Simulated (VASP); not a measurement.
Ti: single point with BLYP

Crystal: Ti.

```
Ti
1.0
    -1.70506    1.70506    1.70506
     1.70506   -1.70506    1.70506
     1.70506    1.70506   -1.70506
Ti
1
Direct
  0.00000 0.00000 0.00000
```

This cell differs from its parent crystal: volume scaled by 1.12.

| Property | Result |
| --- | --- |
| Program | VASP 6.6.1 |
| Task | single point |
| Functional | BLYP |
| Potentials or basis | VASP PAW PBE potentials, release 64 (Ti_sv) |
| Cutoff | 520 eV |
| k mesh | 15 × 15 × 15 |
| Occupations | fermi-dirac, width 0.1 eV |
| Spin | no spin polarisation |

| Quantity | Value |
| --- | --- |
| Pressure | -9.1 GPa |
| Band gap on the k mesh | zero (band 6 reaches 8.04 eV, above the bottom of band 7 at 6.69 eV) |

Levels at points of the mesh, in eV from the Fermi level:
```tsv
k point	band 2	band 3	band 4	band 5	band 6	band 7	band 8	band 9	band 10	band 11
(0.00, 0.00, 0.00)	-32.69	-32.69	-32.69	-5.48	0.80	0.80	0.80	2.28	2.28	16.65
```

It took 36 s on 1 thread of AMD EPYC 7R43 64-Core Processor (Zen 3) (shared host), peak memory 0.12 GiB.

Caveat: the PAW data sets were made with another functional, which shifts forces and pressure a little.
